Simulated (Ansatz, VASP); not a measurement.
## TiSi6 in VASP and in Ansatz

The input INCAR:

```
SYSTEM = TiSi6
ALGO = Normal
EDIFF = 1E-6
ENCUT = 520
GGA = PE
ISIF = 2
ISMEAR = 0
LASPH = .TRUE.
LCHARG = .FALSE.
LREAL = .FALSE.
LWAVE = .FALSE.
NBANDS = 27
NELM = 60
PREC = Accurate
SIGMA = 0.1
```

KPOINTS

```
k-points
0
G
  6 6 4
  0 0 0
```

POSCAR

```
TiSi6
1.0
    4.8814455700      0.0000000000      0.0000000000
   -2.4407227900      4.2274558700      0.0000000000
    0.0000000000      0.0000000000      4.1363212900
Ti Si
1 6
Direct
    0.0000000000      0.0000000000      0.0000000000
    0.0000000000      0.3336124100      0.5000000000
    0.6663875900      0.6663875900      0.5000000000
    0.3336124100      0.0000000000      0.5000000000
    0.0000000000      0.6663875900      0.5000000000
    0.3336124100      0.3336124100      0.5000000000
    0.6663875900      0.0000000000      0.5000000000
```

Input for Ansatz:

```yaml
crystal:
  lattice:
    - [4.88144557, 0.0, 0.0]
    - [-2.44072279, 4.22745587, 0.0]
    - [0.0, 0.0, 4.13632129]
  atoms:
    - { symbol: Ti, position: [0.0, 0.0, 0.0] }
    - { symbol: Si, position: [0.0, 0.33361241, 0.5] }
    - { symbol: Si, position: [0.66638759, 0.66638759, 0.5] }
    - { symbol: Si, position: [0.33361241, 0.0, 0.5] }
    - { symbol: Si, position: [0.0, 0.66638759, 0.5] }
    - { symbol: Si, position: [0.33361241, 0.33361241, 0.5] }
    - { symbol: Si, position: [0.66638759, 0.0, 0.5] }
basis:
  ecutwfc: 420
kpoints:
  mp_grid: { grid: [6, 6, 4] }
hamiltonian:
  xc: pbe
scf:
  occupations: { method: gaussian, width: 0.1 }
  lower_state_search: "off"
output:
  forces: true
  stress: true
  eigenvalues: true
```

Change from the starting cell: species swapped into the LiC6 type (P6/mmm, No. 191).

Alike in both runs: task single point; functional PBE; k mesh 6 × 6 × 4; occupations gaussian, width 0.1 eV; no spin polarisation.

|  | VASP | Ansatz |
| --- | --- | --- |
| version | VASP 6.6.1 | Ansatz 0.2.0 |
| potentials or method | VASP PAW PBE potentials, release 64 (Ti_sv, Si), cutoff 520 eV | scalar-relativistic, plane waves, PAW |
| valence electrons in the cell | 36 | 36 |

Ansatz gave:

* gap on the k mesh at the Fermi level (eV): none
* rms of the force components (eV/Å): 0.391

Problem. What did VASP give for the same quantities?

Solution. gap on the k mesh at the Fermi level (eV): none; rms of the force components (eV/Å): 0.418.

Atom by atom the forces differ by 0.026 eV/Å (rms over components). A gap of «none» marks a metal or a gap that the smearing closes.

The k mesh is coarse, so the values compare programs but aren't converged.
